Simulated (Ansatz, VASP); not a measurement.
One calculation of SnO2, two programs

```
CELL_PARAMETERS angstrom
0.00000 2.53347 2.53347
2.53347 0.00000 2.53347
2.53347 2.53347 0.00000
ATOMIC_POSITIONS crystal
Sn 0.00000 0.00000 0.00000
O 0.25000 0.25000 0.25000
O 0.75000 0.75000 0.75000
```

Alike in both runs: task single point; functional PBE-based screened hybrid; k mesh 4 × 4 × 4; no spin polarisation.

```csv
,VASP,Ansatz
version,VASP 6.6.1,Ansatz 0.2.0
potentials or method,"VASP PAW PBE potentials, release 64 (Sn_d, O)",plane waves
plane-wave cutoff (eV),520,420
occupations,"gaussian, width 0.01 eV",fixed
valence electrons in the cell,26,26
```

Ansatz gave:

- gap on the k mesh at the Fermi level (eV): 0.54
- pressure (GPa): 6.5

Task: What did VASP give for the same quantities?

Result: gap on the k mesh at the Fermi level (eV): 0.54; pressure (GPa): 7.2.

VASP's potentials were made for PBE, not for PBE-based screened hybrid. Ansatz's warnings: stress exchange threshold loose, stress scf threshold loose.

The k mesh is coarse, so the values compare programs but aren't converged.
